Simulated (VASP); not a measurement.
Wanted: the native input for a VASP 6.6.1 run.

```yaml
Task: single point
Functional: PBE
Potentials_or_basis: VASP PAW PBE potentials, release 64 (Ba_sv, F_h)
Cutoff: 1350 eV
k_mesh: 6 × 6 × 6
Occupations: gaussian, width 0.05 eV
Spin: no spin polarisation
Dipole_correction: no
Further_INCAR_settings: ALGO = Normal; EDIFF = 1e-06; NBANDS = 19
```

The structure of BaF2 lies in POSCAR:

```
BaF2
1.0
    0.0000000000      2.9450475000      2.9450475000
    2.9450475000      0.0000000000      2.9450475000
    2.9450475000      2.9450475000      0.0000000000
Ba F
1 2
Direct
    0.0000000000      0.0000000000      0.0000000000
    0.2500000000      0.2500000000      0.2500000000
    0.7500000000      0.7500000000      0.7500000000
```

This cell differs from its parent crystal: strain -0.050 along x and y, -0.050 along z.

One way to write it, as run:

INCAR

```
SYSTEM = BaF2
PREC = Accurate
ENCUT = 1350
EDIFF = 1E-6
ISMEAR = 0
SIGMA = 0.05
LREAL = .FALSE.
LASPH = .TRUE.
NELM = 120
ALGO = Normal
ISIF = 2
LWAVE = .FALSE.
LCHARG = .TRUE.
GGA = PE
LELF = .TRUE.
LVHAR = .TRUE.
NBANDS = 19
GGA_COMPAT = .FALSE.
```

KPOINTS

```
regular mesh
0
G
  6 6 6
  0 0 0
```

Potentials or basis: VASP PAW PBE potentials, release 64 (Ba_sv, F_h).

Run with:

```bash
$ cat potpaw_PBE.64/Ba_sv/POTCAR potpaw_PBE.64/F_h/POTCAR > POTCAR
$ mpirun -np 1 vasp_std > vasp.out
```

Results of the run:

The pressure is 16.5 GPa and the band gap on the k mesh is 7.45 eV (least direct gap 7.62 eV).

Caveat: the cell differs from its parent crystal (strain -0.050 along x and y, -0.050 along z); the cell stands under pressure; spin-orbit coupling is left out, which moves the levels of the heavy elements.

Run time: 66 s on 1 thread of AMD EPYC 7R43 64-Core Processor (Zen 3) (shared host), peak memory 0.33 GiB.
